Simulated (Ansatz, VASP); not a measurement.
This is a calculation of TaN for VASP 6.6.1.

The input INCAR:

```
SYSTEM = TaN
ALGO = Normal ; EDIFF = 1E-6
ENCUT = 520 ; GGA = PS
ISIF = 2 ; ISMEAR = -1
LASPH = .TRUE. ; LCHARG = .FALSE.
LREAL = .FALSE. ; LWAVE = .FALSE.
NBANDS = 15 ; NELM = 60
PREC = Accurate ; SIGMA = 0.05
```

The input KPOINTS:

```
k-points
0
G
  9 9 8
  0 0 0
```

File POSCAR:

```
TaN
1.0
    2.8792400000      0.0000000000      0.0000000000
   -1.4396200000      2.4934949836      0.0000000000
    0.0000000000      0.0000000000      2.8830000000
Ta N
1 1
Direct
    0.0000000000      0.0000000000      0.5000000000
    0.6666666667      0.3333333333      0.0000000000
```

Potentials or basis: VASP PAW PBE potentials, release 64 (Ta_pv, N).

Command:

```bash
$ cat potpaw_PBE.64/Ta_pv/POTCAR potpaw_PBE.64/N/POTCAR > POTCAR
$ mpirun -np 1 vasp_std > vasp.out
```

Q: Set up the same calculation for Ansatz 0.2.0. Potentials there: Ansatz PAW.

A: As run (the cutoff follows the program's own potentials):

File input.yaml:

```yaml
crystal:
  lattice:
    - [2.87924, 0.0, 0.0]
    - [-1.43962, 2.4934949836, 0.0]
    - [0.0, 0.0, 2.883]
  atoms:
    - { symbol: Ta, position: [0.0, 0.0, 0.5] }
    - { symbol: "N", position: [0.6666666667, 0.3333333333, 0.0] }
hamiltonian:
  xc: pbesol
  pseudopotentials: { kind: paw }
kpoints:
  mp_grid: { grid: [9, 9, 8] }
scf:
  occupations: { method: fermi_dirac, width: 0.05 }
output:
  forces: true
  stress: true
  eigenvalues: true
```

Potentials or basis: Ansatz PAW.

The run is started by

```console
$ ansatz run input.yaml --threads 2 --pin off --max-ram 5632MiB --backend cpu --events-out ev --progress --plain --runs-dir out
```

Both were run:

|  | VASP | Ansatz | Ansatz less VASP |
| --- | --- | --- | --- |
| gap on the k mesh at the Fermi level (eV) | none | none | - |
| pressure (GPa) | 10.7 | 9.7 | -0.98 |
| traceless stress, the component that is largest in VASP (GPa) | -7.96 | -8.10 | -0.143 |

VASP's potentials were made for PBE, not for PBEsol. A gap of «none» marks a metal or a gap that the smearing closes. VASP's potentials hold 16 valence electrons a cell and Ansatz's 18, so a difference there can come from the potentials and not from the codes.

Neither program's run includes spin-orbit coupling.
